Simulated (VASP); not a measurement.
Wanted: the native input for a VASP 6.6.1 run.

- Task: single point
- Functional: PBEsol
- Potentials or basis: VASP PAW PBE potentials, release 64 (V_sv, Mg, O)
- Cutoff: 520 eV
- k mesh: 4 × 4 × 4
- Occupations: gaussian, width 0.05 eV
- Spin: collinear spin, ferromagnetic start
- Starting moments: [0.87, 0.0, 0.0, 0.0, 0.0, 0.0, 0.0, 0.01, 0.0, 0.03, 0.0, 0.0, 0.0, 0.0, 0.03, 0.0] μB
- Hubbard terms: V d U = 3.0 eV
- Dipole correction: no
- Further INCAR settings: LREAL = Auto; ALGO = Normal; EDIFF = 1e-07; NBANDS = 56

The structure of Mg7VO8 lies in POSCAR:

```
Mg7VO8
1.0
    0.0000000000      4.2136000000      4.2136000000
    4.2136000000      0.0000000000      4.2136000000
    4.2136000000      4.2136000000      0.0000000000
V Mg O
1 7 8
Direct
    0.0000000000      1.0000000000      1.0000000000
    0.0000000000      0.0000000000      0.5000000000
    0.0000000000      0.5000000000      0.0000000000
    0.0000000000      0.5000000000      0.5000000000
    0.5000000000      0.0000000000      0.0000000000
    0.5000000000      0.0000000000      0.5000000000
    0.5000000000      0.5000000000      0.0000000000
    0.5000000000      0.5000000000      0.5000000000
    0.2500000000      0.2500000000      0.2500000000
    0.2535382166      0.2535382166      0.7464617834
    0.2535382166      0.7464617834      0.2535382166
    0.2535382166      0.7464617834      0.7464617834
    0.7464617834      0.2535382166      0.2535382166
    0.7464617834      0.2535382166      0.7464617834
    0.7464617834      0.7464617834      0.2535382166
    0.7500000000      0.7500000000      0.7500000000
```

The input as run:

INCAR

```
  PREC = Accurate
  ENCUT = 520
  EDIFF = 1E-7
  ISMEAR = 0
  SIGMA = 0.05
  LREAL = Auto
  LASPH = True
  NELM = 150
  ALGO = Normal
  ISIF = 2
  LWAVE = False
  LCHARG = False
  ISPIN = 2
  MAGMOM = 0.87 0 0 0 0 0 0 0.01 0 0.03 0 0 0 0 0.03 0
  LORBIT = 11
  LMAXMIX = 4
  LDAU = True
  LDAUTYPE = 2
  LDAUL = 2 -1 -1
  LDAUU = 3 0 0
  LDAUJ = 0 0 0
  LDAUPRINT = 1
  GGA = PS
  NBANDS = 56
```

KPOINTS

```
Automatic mesh
0
Gamma
  4 4 4
```

Potentials or basis: VASP PAW PBE potentials, release 64 (V_sv, Mg, O).

Run with:

```bash
$ cat potpaw_PBE.64/V_sv/POTCAR potpaw_PBE.64/Mg/POTCAR potpaw_PBE.64/O/POTCAR > POTCAR
$ mpirun -np 1 vasp_std > vasp.out
```

It gave:

```
Pressure                                              : 1.9 GPa
Largest force                                         : 0.077 eV/Å
Band gap on the k mesh                                : 1.73 eV (least direct gap 2.20 eV)
Net moment                                            : 3.00 μB per cell
Site moments                                          : V +2.63; Mg +0.00, -0.00 (each value once); O +0.00, +0.01 (each value once) μB
Valence electrons inside the program's atomic spheres : V 11.54; Mg 0.41, 0.43 (each value once); O 5.08
```

Caveat: the PAW data sets were made with another functional, which shifts forces and pressure a little.

Run time: 17 min on 1 thread of Intel Xeon 8259CL (shared host), peak memory 0.48 GiB.
